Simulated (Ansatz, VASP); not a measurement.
# LiH in VASP and in Ansatz

```
Li H
1.0
     1.54685   -2.96380    0.00438
     1.54685    2.96380    0.00438
    -1.12671    0.00000    8.03145
Li H
2 2
Direct
  0.50000 0.50000 0.50000
  0.50000 0.50000 0.00000
  0.00000 0.50000 0.00000
  0.50000 0.00000 0.50000
```

Alike in both runs: task relaxation of cell and atoms; functional PBE; k mesh 10 × 10 × 4; occupations gaussian, width 0.02 eV; no spin polarisation.

|  | VASP | Ansatz |
| --- | --- | --- |
| version | VASP 6.6.1 | Ansatz 0.2.0 |
| potentials or method | VASP PAW PBE potentials, release 64 (Li_sv, H), cutoff 600 eV | scalar-relativistic, plane waves, PAW |
| valence electrons in the cell | 8 | 8 |

|  | VASP | Ansatz | Ansatz less VASP |
| --- | --- | --- | --- |
| gap on the k mesh at the Fermi level, each at its own relaxed structure (eV) | 1.91 | 1.91 | +0.002 |
| relaxed volume (Å³/atom) | 18.42 | 18.42 | 0.000 |
| relaxed length of the cell vector where the two differ most in proportion (Å) | 8.110 | 8.110 | 0.0000 |

Noted on VASP's run: the cutoff is under 1.25 times that of the potentials, so the pressure is a little rough; the relaxation stopped at its first step, so nothing moved.
